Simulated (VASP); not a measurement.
Input of a VASP 6.6.1 run:

File INCAR:

```
  PREC = Accurate
  ENCUT = 600
  EDIFF = 1E-6
  ISMEAR = -1
  SIGMA = 0.05
  LREAL = False
  LASPH = True
  NELM = 150
  ALGO = Normal
  ISIF = 3
  LWAVE = False
  LCHARG = False
  LMAXMIX = 4
  LDAU = True
  LDAUTYPE = 2
  LDAUL = 2 -1
  LDAUU = 3 0
  LDAUJ = 0 0
  LDAUPRINT = 1
  IBRION = 2
  NSW = 60
  EDIFFG = -0.01
```

Contents of KPOINTS:

```
regular mesh
0
Gamma
  10 10 10
```

The input POSCAR:

```
ZrB
1.0
    0.0000000000      2.3250000000      2.3250000000
    2.3250000000      0.0000000000      2.3250000000
    2.3250000000      2.3250000000      0.0000000000
Zr B
1 1
Direct
    0.0000000000      0.0000000000      0.0000000000
    0.5000000000      0.5000000000      0.5000000000
```

Potentials or basis: VASP PAW LDA potentials, release 64 (Zr_sv, B).

The run is started by

```sh
$ cat potpaw_LDA.64/Zr_sv/POTCAR potpaw_LDA.64/B/POTCAR > POTCAR
$ mpirun -np 1 vasp_std > vasp.out
```

What does it give for the space group after relaxing (to 0.05 Å)?

Fm-3m (No. 225).

Predict the relaxed volume.

14.69 Å³/atom.

Eigenvalues of the final occupation matrices:
| site | spin | trace | eigenvalues |
| --- | --- | --- | --- |
| site 1 d | 1 | 0.78 | 0.11 0.11 0.11 0.22 0.22 |
| site 1 d | 2 | 0.78 | 0.11 0.11 0.11 0.22 0.22 |

Caveat: the electronic state changed during the relaxation; the volume moved by over 15 % at a fixed basis, so the end points are rough; the volume moved by +17 % from the deposited cell, more than functionals usually miss; U without spin polarisation on a metal has little footing; the U is typed as a test and isn't derived for this compound.
